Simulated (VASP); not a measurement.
# TiSi2 (Pmmm) in VASP: further runs

TiSi2 is run at these levels: PBE; tasks: single point, relaxation of cell and atoms.

All numbers are computed with VASP 6.6.1; they aren't measurements. Logs are shortened: lines on timing, memory, paths and dates and some standing lists are left out, and cuts for length are marked.

### 1 The cell of the first run

The typed cell holds 3 atoms: a = 2.764 Å, b = 2.773 Å, c = 5.982 Å, α = 90.00°, β = 90.00°, γ = 90.00°.

The cell was built from a structure type or drawn by symmetry, and may not be a known phase.

### 2 Single point, PBE

File INCAR:

```
PREC = Accurate ; ENCUT = 520
EDIFF = 1E-7 ; ISMEAR = 0
SIGMA = 0.1 ; LREAL = F
LASPH = T ; NELM = 100
ALGO = Normal ; ISIF = 2
LWAVE = F ; LCHARG = T
GGA = PE ; LELF = T
LVHAR = T ; NBANDS = 17
```

File KPOINTS:

```
Automatic mesh
0
Gamma
  18 12 10
```

File POSCAR:

```
TiSi2
1.0
    2.7635373681      0.0000000000      0.0000000000
    0.0000000000      2.7728666302      0.0000000000
    0.0000000000      0.0000000000      5.9820243109
Ti Si
1 2
Direct
    0.5000000000      0.0000000000      0.5000000000
    0.0000000000      0.5000000000      0.8029968117
    0.0000000000      0.5000000000      0.1970031883
```

Potentials or basis: VASP PAW PBE potentials, release 64 (Ti_sv, Si).

On the command line:

```
cat potpaw_PBE.64/Ti_sv/POTCAR potpaw_PBE.64/Si/POTCAR > POTCAR
mpirun -np 1 vasp_std > vasp.out
```

OUTCAR:

```text
PREC = Accurate
   ENCUT = 520
   EDIFF = 1E-7
   ISMEAR = 0
   LREAL = F
   LASPH = T
   NELM = 100
   ISIF = 2
   GGA = PE

 ion  position               nearest neighbor table
   1  0.500  0.000  0.500-   2 2.67   3 2.67   2 2.67   3 2.67   2 2.67   3 2.67   2 2.67   3 2.67

   2  0.000  0.500  0.803-   3 2.36   1 2.67   1 2.67   1 2.67   1 2.67
   3  0.000  0.500  0.197-   2 2.36   1 2.67   1 2.67   1 2.67   1 2.67

  LATTYP: Found a simple orthorhombic cell.
 ALAT       =     2.7635373681
 B/A-ratio  =     1.0033758408
 C/A-ratio  =     2.1646258089

  Lattice vectors:

 A1 = (   2.7635373681,   0.0000000000,   0.0000000000)
 A2 = (   0.0000000000,   2.7728666302,   0.0000000000)
 A3 = (   0.0000000000,   0.0000000000,   5.9820243109)

Analysis of symmetry for initial positions (statically):
=====================================================================
 Subroutine PRICEL returns:
 Original cell was already a primitive cell.

 Routine SETGRP: Setting up the symmetry group for a
 simple orthorhombic supercell.

 Subroutine GETGRP returns: Found  8 space group operations
 (whereof  8 operations were pure point group operations)
 out of a pool of  8 trial point group operations.

The static configuration has the point symmetry D_2h.

Analysis of symmetry for dynamics (positions and initial velocities):
=====================================================================
 Subroutine PRICEL returns:
 Original cell was already a primitive cell.

 Routine SETGRP: Setting up the symmetry group for a
 simple orthorhombic supercell.

 Subroutine GETGRP returns: Found  8 space group operations
 (whereof  8 operations were pure point group operations)
 out of a pool of  8 trial point group operations.

The dynamic configuration has the point symmetry D_2h.

 Subroutine INISYM returns: Found  8 space group operations
 (whereof  8 operations are pure point group operations),
 and found     1 'primitive' translations

----------------------------------------------------------------------------------------

                                     Primitive cell

  volume of cell :      45.8398

  direct lattice vectors                    reciprocal lattice vectors
     2.763537368  0.000000000  0.000000000     0.361855067  0.000000000  0.000000000
     0.000000000  2.772866630  0.000000000     0.000000000  0.360637612  0.000000000
     0.000000000  0.000000000  5.982024311     0.000000000  0.000000000  0.167167492

  length of vectors
     2.763537368  2.772866630  5.982024311     0.361855067  0.360637612  0.167167492

  position of ions in fractional coordinates (direct lattice)
     0.500000000  0.000000000  0.500000000
     0.000000000  0.500000000  0.802996812
     0.000000000  0.500000000  0.197003188

  ion indices of the primitive-cell ions
   primitive index   ion index
                 1           1
                 2           2
                 3           3

----------------------------------------------------------------------------------------

 KPOINTS: Automatic mesh

Automatic generation of k-mesh.
 Grid dimensions read from file:
 generate k-points for:   18   12   10

 Generating k-lattice:

  Cartesian coordinates                     Fractional coordinates (reciprocal lattice)
     0.020103059  0.000000000  0.000000000     0.055555556  0.000000000  0.000000000
     0.000000000  0.030053134  0.000000000     0.000000000  0.083333333  0.000000000
     0.000000000  0.000000000  0.016716749     0.000000000  0.000000000  0.100000000

  Length of vectors
     0.020103059  0.030053134  0.016716749

  Shift w.r.t. Gamma in fractional coordinates (k-lattice)
     0.000000000  0.000000000  0.000000000

 Subroutine IBZKPT returns following result:
 ===========================================

 Found    420 irreducible k-points:

 Following reciprocal coordinates:
            Coordinates               Weight
  0.000000  0.000000  0.000000      1.000000
  0.055556  0.000000  0.000000      2.000000
  0.111111  0.000000  0.000000      2.000000
  0.166667  0.000000  0.000000      2.000000
  0.222222  0.000000  0.000000      2.000000
  0.277778  0.000000  0.000000      2.000000
[... 16 lines left out ...]
  0.111111  0.166667  0.000000      4.000000
  0.166667  0.166667  0.000000      4.000000
 [... further k-points ...]
   k-points           NKPTS =    420   k-points in BZ     NKDIM =    420   number of bands    NBANDS=     17
   number of dos      NEDOS =    301   number of ions     NIONS =      3
   total plane-waves  NPLWV =  27648
   dimension x,y,z NGX =    24 NGY =   24 NGZ =   48
   dimension x,y,z NGXF=    48 NGYF=   48 NGZF=   96
   ions per type =               1   2
   NGX,Y,Z   is equivalent  to a cutoff of  14.44, 14.39, 13.34 a.u.
   NGXF,Y,Z  is equivalent  to a cutoff of  28.88, 28.78, 26.68 a.u.
 SYSTEM =  unknown system
   PREC   = accura    normal or accurate (medium, high low for compatibility)
   ISTART =      0    job   : 0-new  1-cont  2-samecut
   ICHARG =      2    charge: 1-file 2-atom 10-const
   ISPIN  =      1    spin polarized calculation?
   LNONCOLLINEAR =      F non collinear calculations
   LSORBIT =      F    spin-orbit coupling
   LASPH  =      T    aspherical Exc in radial PAW
   ENCUT  =  520.0 eV  38.22 Ry    6.18 a.u.   5.14  5.16 11.12*2*pi/ulx,y,z
   NELM   =    100;   NELMIN=  2; NELMDL= -5     # of ELM steps
   EDIFF  = 0.1E-06   stopping-criterion for ELM
   LREAL  =      F    real-space projection
   EDIFFG = 0.1E-05   stopping-criterion for IOM
   NSW    =      0    number of steps for IOM
   IBRION =     -1    ionic relax: 0-MD 1-quasi-New 2-CG
   NFREE  =      0    steps in history (QN), initial steepest desc. (CG)
   ISIF   =      2    stress and relaxation
   ISYM   =      2    0-nonsym 1-usesym 2-fastsym
   POTIM  = 0.5000    time-step for ionic-motion
   TEBEG  =    0.0;   TEEND  =   0.0 temperature during run
   PSTRESS=    0.0 pullay stress
   NELECT =      20.0000    total number of electrons
   NUPDOWN=      -1.0000    fix difference up-down
   EMIN   =  10.00;   EMAX   =-10.00  energy-range for DOS
   EFERMI =   0.00;   METHOD = LEGACY
   ISMEAR =     0;   SIGMA  =   0.10  broadening in eV -4-tet -1-fermi 0-gaus
   EFERMI_NEDOS =   21; number of points for ismear=-14 and -15
   IALGO  =     38    algorithm
   IMIX   =      4    mixing-type and parameters
     AMIX     =   0.40;   BMIX     =  1.00
     AMIX_MAG =   1.60;   BMIX_MAG =  1.00
  volume/ion in A,a.u.               =      15.28       103.11
  Fermi-wavevector in a.u.,A,eV,Ry     =   1.241664  2.346404 20.976494  1.541729
  Thomas-Fermi vector in A             =   2.376052
   LORBIT       =      0    0 simple, 1 ext, 2 COOP (PROOUT), +10 PAW based schemes
   GGA     = PE    functional components
   LHFCALC =     F    Hartree Fock is set to
   AEXX    =    0.0000 exact exchange contribution
   IVDW    =     0    specifies the selected vdW correction
   LEPSILON=     F    determine dielectric tensor
   LRPA    =     F    only Hartree local field effects (RPA)
 non-spin polarized calculation
 Gauss-broadening in eV      SIGMA  =   0.10
  energy-cutoff  :      520.00
  volume of cell :       45.84
 maximum number of plane-waves:      1268
 NGX is ok and might be reduce to    24
   NGX = 11   NGY = 11   NGZ = 23

 number of electron      19.9999998 magnetization

 Free energy of the ion-electron system (eV)
  ---------------------------------------------------
  ext. energy  EPLUGINS =         0.00000000
  ---------------------------------------------------
  free energy    TOTEN  =       -19.82723865 eV

  energy without entropy =      -19.82338621  energy(sigma->0) =      -19.82531243

 E-fermi :   9.4782     XC(G=0): -11.2491

 val. band max:        9.4780648612   @ k =   0.1667   0.0000   0.0000
 cond. band min:       9.4791409565   @ k =   0.4444   0.3333   0.4000
 fundamental gap:      0.0010760952
 Fermi energy:         9.4781635203

 k-point     1 :       0.0000    0.0000    0.0000
  band No.  band energies     occupation
      1     -47.2132      2.00000
      2     -23.6187      2.00000
      3     -23.1689      2.00000
      4     -23.1648      2.00000
      5      -2.9352      2.00000
      6       0.4114      2.00000
[... 9 lines left out ...]
     16      16.4937      0.00000
     17      17.2674      0.00000

 k-point     2 :       0.0556    0.0000    0.0000
  band No.  band energies     occupation
      1     -47.2109      2.00000
      2     -23.6162      2.00000
      3     -23.1837      2.00000
      4     -23.1673      2.00000
      5      -2.8768      2.00000
      6       0.4547      2.00000
[... 9 lines left out ...]
     16      16.6841      0.00000
     17      16.9305      0.00000

 k-point     3 :       0.1111    0.0000    0.0000
  band No.  band energies     occupation
      1     -47.2042      2.00000
      2     -23.6088      2.00000
      3     -23.2378      2.00000
      4     -23.1625      2.00000
      5      -2.7023      2.00000
      6       0.5836      2.00000
[... 9 lines left out ...]
     16      15.8113      0.00000
     17      17.0274      0.00000

 k-point     4 :       0.1667    0.0000    0.0000
  band No.  band energies     occupation
      1     -47.1941      2.00000
      2     -23.5975      2.00000
      3     -23.3199      2.00000
      4     -23.1551      2.00000
      5      -2.4142      2.00000
      6       0.7948      2.00000
[... 9 lines left out ...]
     16      15.1461      0.00000
     17      16.9477      0.00000

 k-point     5 :       0.2222    0.0000    0.0000
  band No.  band energies     occupation
      1     -47.1815      2.00000
      2     -23.5836      2.00000
      3     -23.4196      2.00000
      4     -23.1461      2.00000
      5      -2.0171      2.00000
      6       1.0822      2.00000
[... 9 lines left out ...]
     16      15.3276      0.00000
     17      16.5568      0.00000

 k-point     6 :       0.2778    0.0000    0.0000
  band No.  band energies     occupation
      1     -47.1681      2.00000
      2     -23.5687      2.00000
      3     -23.5245      2.00000
      4     -23.1365      2.00000
      5      -1.5178      2.00000
      6       1.4347      2.00000
[... 9 lines left out ...]
     16      15.7428      0.00000
     17      15.7748      0.00000

 k-point     7 :       0.3333    0.0000    0.0000
  band No.  band energies     occupation
      1     -47.1555      2.00000
      2     -23.6218      2.00000
      3     -23.5547      2.00000
      4     -23.1275      2.00000
      5      -0.9291      2.00000
      6       1.8321      2.00000
[... 9 lines left out ...]
     16      16.1302      0.00000
     17      16.2606      0.00000

 k-point     8 :       0.3889    0.0000    0.0000
  band No.  band energies     occupation
      1     -47.1452      2.00000
      2     -23.7003      2.00000
      3     -23.5432      2.00000
      4     -23.1201      2.00000
      5      -0.2792      2.00000
      6       2.2356      2.00000
[... 9 lines left out ...]
     16      16.5688      0.00000
     17      16.7598      0.00000
[... 203 lines left out ...]
      1     -47.1337      2.00000
      2     -23.7452      2.00000
      3     -23.5309      2.00000
      4     -23.1532      2.00000
      5       0.4617      2.00000
      6       2.6870      2.00000
[... 9 lines left out ...]
     16      15.4209      0.00000
     17      16.6018      0.00000

 k-point    20 :       0.5000    0.0833    0.0000
  band No.  band energies     occupation
      1     -47.1314      2.00000
      2     -23.7627      2.00000
      3     -23.5283      2.00000
      4     -23.1515      2.00000
      5       0.7757      2.00000
      6       2.8273      2.00000
[... 9 lines left out ...]
     16      15.4356      0.00000
     17      16.6774      0.00000

 k-point    21 :       0.0000    0.1667    0.0000
  band No.  band energies     occupation
      1     -47.1947      2.00000
      2     -23.5980      2.00000
      3     -23.3199      2.00000
      4     -23.1515      2.00000
      5      -2.4186      2.00000
      6       0.7901      2.00000
[... 9 lines left out ...]
     16      15.1198      0.00000
     17      16.9390      0.00000

 k-point    22 :       0.0556    0.1667    0.0000
  band No.  band energies     occupation
      1     -47.1925      2.00000
      2     -23.5956      2.00000
      3     -23.3180      2.00000
      4     -23.1700      2.00000
      5      -2.3611      2.00000
      6       0.8344      2.00000
[... 9 lines left out ...]
     16      15.1201      0.00000
     17      17.1675      0.00000

 k-point    23 :       0.1111    0.1667    0.0000
  band No.  band energies     occupation
      1     -47.1859      2.00000
      2     -23.5884      2.00000
      3     -23.3127      2.00000
      4     -23.2228      2.00000
      5      -2.1895      2.00000
      6       0.9665      2.00000
[... 9 lines left out ...]
     16      15.1109      0.00000
     17      16.4448      0.00000

 k-point    24 :       0.1667    0.1667    0.0000
  band No.  band energies     occupation
      1     -47.1758      2.00000
      2     -23.5775      2.00000
      3     -23.3123      2.00000
      4     -23.2953      2.00000
      5      -1.9062      2.00000
      6       1.1833      2.00000
[... 9 lines left out ...]
     16      14.9759      0.00000
     17      15.4546      0.00000

 [... further k-points ...]

------------------------ aborting loop because EDIFF is reached ----------------------------------------

  FORCE on cell =-STRESS in cart. coord.  units (eV):
  Direction    XX          YY          ZZ          XY          YZ          ZX
  --------------------------------------------------------------------------------------
  -------------------------------------------------------------------------------------
  Total       -0.0226054     -0.0232359     -0.0328591      0.0000000      0.0000000      0.0000000
  in kB       -0.7900959     -0.8121332     -1.1484817      0.0000000      0.0000000      0.0000000
  external PRESSURE =      -0.9169036 kB  Pullay stress =       0.0000000 kB

 VOLUME and BASIS-vectors are now :
 -----------------------------------------------------------------------------
  energy-cutoff  :      520.00
  volume of cell :       45.84
      direct lattice vectors                 reciprocal lattice vectors
     2.763537368  0.000000000  0.000000000     0.361855067  0.000000000  0.000000000
     0.000000000  2.772866630  0.000000000     0.000000000  0.360637612  0.000000000
     0.000000000  0.000000000  5.982024311     0.000000000  0.000000000  0.167167492

 POSITION                                       TOTAL-FORCE (eV/Angst)
 -----------------------------------------------------------------------------------
      1.38177      0.00000      2.99101         0.000000      0.000000      0.000000
      0.00000      1.38643      4.80355         0.000000      0.000000      0.003940
      0.00000      1.38643      1.17848         0.000000      0.000000     -0.003940
 -----------------------------------------------------------------------------------
    total drift:                                0.000000      0.000000     -0.000000

  FREE ENERGIE OF THE ION-ELECTRON SYSTEM (eV)
  ---------------------------------------------------
  free  energy   TOTEN  =       -19.8272386504 eV

  energy  without entropy=      -19.8233862143  energy(sigma->0) =      -19.82531243
```

Wall time 4.2 min (1 thread of Intel Xeon Platinum 8259CL at 2.50GHz (Skylake/Cascade Lake), shared host); peak memory 0.42 GiB.

What came out:

```
Free energy            : -19.8272 eV
Pressure               : -0.1 GPa
Largest force          : 0.004 eV/Å
Band gap on the k mesh : zero (bands 10 and 11 overlap by 2.77 eV)
```

Forces in eV/Å, atoms in the order of the input:
```
Ti   0.000  0.000  0.000
Si   0.000  0.000  0.004
Si   0.000  0.000 -0.004
```

Levels at points of the mesh, in eV from the Fermi level:
| k point | band 8 | band 9 | band 10 | band 11 | band 12 | band 13 |
| --- | --- | --- | --- | --- | --- | --- |
| (0.00, 0.00, 0.00) | -1.35 | -0.74 | 1.37 | 1.41 | 3.20 | 3.38 |
| (0.50, 0.00, 0.00) | -3.53 | -3.18 | -1.23 | 1.16 | 1.71 | 2.02 |
| (0.00, 0.50, 0.00) | -3.53 | -3.21 | -1.24 | 1.21 | 1.70 | 2.00 |
| (0.50, 0.50, 0.00) | -3.28 | -3.27 | -3.16 | -1.40 | -0.45 | 3.82 |
| (0.00, 0.00, 0.50) | -3.13 | -1.34 | 1.26 | 1.31 | 2.94 | 3.20 |
| (0.50, 0.00, 0.50) | -5.11 | -3.14 | -0.58 | 1.17 | 2.09 | 2.16 |
| (0.00, 0.50, 0.50) | -5.11 | -3.16 | -0.61 | 1.22 | 2.05 | 2.18 |
| (0.50, 0.50, 0.50) | -4.15 | -1.68 | -1.64 | 0.20 | 1.01 | 1.02 |

[end of part 1 of 2]
